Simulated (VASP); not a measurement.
A run of VASP 6.6.1:

The input INCAR:

```
  ALGO = Normal
  EDIFF = 1E-6
  ENCUT = 520
  GGA = PE
  ISIF = 2
  ISMEAR = 0
  LASPH = T
  LCHARG = T
  LELF = T
  LREAL = F
  LVHAR = T
  LWAVE = F
  NBANDS = 39
  NELM = 80
  PREC = Accurate
  SIGMA = 0.01
```

KPOINTS

```
k-points
0
Gamma
  12 12 4
```

The input POSCAR:

```
SnGe2Te3
1.0
    4.3381783997      0.0000000000      0.0000000000
   -2.1690891998      3.7569727003      0.0000000000
    0.0000000000      0.0000000000     10.6728232000
Sn Ge Te
1 2 3
Direct
    0.0000000000      0.0000000000      0.5000000000
    0.6666666667      0.3333333333      0.8410210000
    0.3333333333      0.6666666667      0.1589790000
    0.3333333333      0.6666666667      0.6828670000
    0.6666666667      0.3333333333      0.3171330000
    0.0000000000      0.0000000000      0.0000000000
```

Potentials or basis: VASP PAW PBE potentials, release 64 (Sn_d, Ge_d, Te).

Command:

```bash
$ cat potpaw_PBE.64/Sn_d/POTCAR potpaw_PBE.64/Ge_d/POTCAR potpaw_PBE.64/Te/POTCAR > POTCAR
$ mpirun -np 1 vasp_std > vasp.out
```

Hardware: 1 thread of Intel Xeon 8259CL, on a shared host.

Problem. How long does it take, and how much memory?

Solution. Wall time 11 min on 1 thread of Intel Xeon 8259CL (shared host), peak memory 0.57 GiB. Counts: scf iterations 12, k points 69.
